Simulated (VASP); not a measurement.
The system is Se.

```
Se
1.0
     4.68499    0.00000    0.00000
    -2.34250    4.05732    0.00000
     0.00000    0.00000    3.99359
Se
3
Direct
  0.33333 0.66667 0.50000
  0.00000 0.00000 0.00000
  0.66667 0.33333 0.50000
```

- Program: VASP 6.6.1
- Task: relaxation of cell and atoms
- Functional: PBE
- Potentials or basis: VASP PAW PBE potentials, release 64 (Se)
- Cutoff: 600 eV
- k mesh: 6 × 6 × 4
- Occupations: gaussian, width 0.1 eV
- Spin: no spin polarisation

At the start: pressure -5.2 GPa; volume 25.30 Å³/atom.

Problem. How do energy, volume and symmetry change on relaxing?

Solution. Over 11 steps the energy falls by 78.4 meV/atom and the volume is 21.42 Å³/atom (-15.3 %); space group P6/mmm (No. 191, to 0.05 Å).

Step by step:
```csv
step,energy change (eV),largest force (eV/Å),pressure (GPa),volume (Å³)
1,0.0000,0.0000,-5.22,75.91
2,-0.1469,0.0000,0.61,67.22
3,-0.1478,0.0000,0.10,67.77
4,-0.1822,0.0000,0.13,66.74
5,-0.2300,0.0000,0.55,64.19
6,-0.2307,0.0000,1.00,63.12
7,-0.2328,0.0000,0.72,63.75
8,-0.2326,0.0000,0.90,63.34
9,-0.2332,0.0000,0.80,63.56
10,-0.2326,0.0000,-0.87,65.10
11,-0.2352,0.0000,0.00,64.27
```

Final structure:
```
CELL_PARAMETERS angstrom
4.63558 0.00000 0.00000
-2.31779 4.01453 0.00000
0.00000 0.00000 3.45350
ATOMIC_POSITIONS crystal
Se 0.33333 0.66667 0.50000
Se 0.00000 0.00000 0.00000
Se 0.66667 0.33333 0.50000
```

Caveat: the k points lie up to 0.45 Å⁻¹ apart in the final cell; the volume moved by over 15 % at a fixed basis, so the end points are rough.
